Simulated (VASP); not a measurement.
Wanted: the native input for a VASP 6.6.1 run.

- Task: single point
- Functional: PBEsol
- Potentials or basis: VASP PAW PBE potentials, release 64 (Ti_sv)
- Cutoff: 520 eV
- k mesh: 10 × 10 × 10
- Occupations: gaussian, width 0.15 eV
- Spin: no spin polarisation
- Dipole correction: no
- Further INCAR settings: ALGO = Fast; EDIFF = 1e-06; NBANDS = 19

The structure of Ti lies in POSCAR:

```
Ti
1.0
    0.0000000000     -3.2102321255      0.0000000000
   -3.2102321255      0.0000000000      0.0000000000
    0.0000000000      0.0000000000     -3.2102321255
Ti
2
Direct
    0.5000000000      0.5000000000      0.5000000000
    0.0000000000      0.0000000000      0.0000000000
```

One way to write it, as run:

INCAR

```
PREC = Accurate ; ENCUT = 520
EDIFF = 1E-6 ; ISMEAR = 0
SIGMA = 0.15 ; LREAL = F
LASPH = T ; NELM = 100
ALGO = Fast ; ISIF = 2
LWAVE = F ; LCHARG = F
GGA = PS ; NBANDS = 19
```

KPOINTS

```
regular mesh
0
Gamma
  10 10 10
```

Potentials or basis: VASP PAW PBE potentials, release 64 (Ti_sv).

Launch:

```bash
$ cat potpaw_PBE.64/Ti_sv/POTCAR > POTCAR
$ mpirun -np 1 vasp_std > vasp.out
```

Results of the run:

```yaml
Pressure: -0.4 GPa
Band_gap_on_the_k_mesh: zero (band 12 reaches 9.50 eV, above the bottom of band 13 at 7.84 eV)
```

Caveat: the PAW data sets were made with another functional, which shifts forces and pressure a little.

It took 2.9 min on 1 thread of AMD EPYC 7R13 (shared host), peak memory 0.12 GiB.
